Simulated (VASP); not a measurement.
ZrS, 4 atoms in the cell. The structure is cubic, space group Fm-3m (No. 225). The conventional cell has a = 5.166 Å, b = 5.166 Å, c = 5.166 Å, α = 90.00°, β = 90.00°, γ = 90.00°. Within 3.4 Å of Zr (site symmetry m-3m) lie 6 S at 2.58 Å. S (site symmetry m-3m) has 6 Zr at 2.58 Å within 3.4 Å. 

* Program: VASP 6.6.1
* Task: single point
* Functional: PBEsol
* Potentials or basis: VASP PAW PBE potentials, release 64 (Zr_sv, S)
* Cutoff: 520 eV
* k mesh: 14 × 14 × 10
* Occupations: gaussian, width 0.1 eV
* Spin: no spin polarisation
* Dipole correction: no
* Further INCAR settings: ALGO = Normal; EDIFF = 1e-06; NBANDS = 26

Potentials or basis: VASP PAW PBE potentials, release 64 (Zr_sv, S).

Command:

```bash
$ cat potpaw_PBE.64/Zr_sv/POTCAR potpaw_PBE.64/S/POTCAR > POTCAR
$ mpirun -np 1 vasp_std > vasp.out
```

Hardware: 1 thread of Intel Xeon 8259CL, on a shared host.

Problem. How long does it take, and how much memory?

Solution. It took 6.2 min on 1 thread of Intel Xeon 8259CL (shared host), peak memory 0.42 GiB. Counts: scf iterations 13, k points 216.
